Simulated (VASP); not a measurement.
Set up this calculation in VASP 6.6.1, as the native input.

| Item | Value |
| --- | --- |
| Task | single point |
| Functional | PBE |
| Potentials or basis | VASP PAW PBE potentials, release 64 (Sn_d, Se) |
| Cutoff | 520 eV |
| k mesh | 7 × 7 × 7 |
| Occupations | fermi-dirac, width 0.01 eV |
| Spin | no spin polarisation |
| Dipole correction | no |
| Further INCAR settings | ALGO = Normal; EDIFF = 1e-07; NBANDS = 17 |

The structure of SnSe lies in POSCAR:

```
SnSe
1.0
    0.0000000000      2.9847046864      2.9847046864
    2.9847046864      0.0000000000      2.9847046864
    2.9847046864      2.9847046864      0.0000000000
Sn Se
1 1
Direct
    0.0000000000      0.0000000000      0.0000000000
    0.5000000000      0.5000000000      0.5000000000
```

This cell differs from its parent crystal: volume scaled by 0.975.

The input as run:

INCAR

```
PREC = Accurate
ENCUT = 520
EDIFF = 1E-7
ISMEAR = -1
SIGMA = 0.01
LREAL = F
LASPH = T
NELM = 60
ALGO = Normal
ISIF = 2
LWAVE = F
LCHARG = F
GGA = PE
NBANDS = 17
```

KPOINTS

```
regular mesh
0
Gamma
  7 7 7
```

Potentials or basis: VASP PAW PBE potentials, release 64 (Sn_d, Se).

Launch:

```bash
$ cat potpaw_PBE.64/Sn_d/POTCAR potpaw_PBE.64/Se/POTCAR > POTCAR
$ mpirun -np 1 vasp_std > vasp.out
```

Results of the run:

```yaml
Pressure: 2.4 GPa
```

It took 15 s on 1 thread of Intel Xeon 6975P-C, with other jobs on the host, peak memory 0.18 GiB.
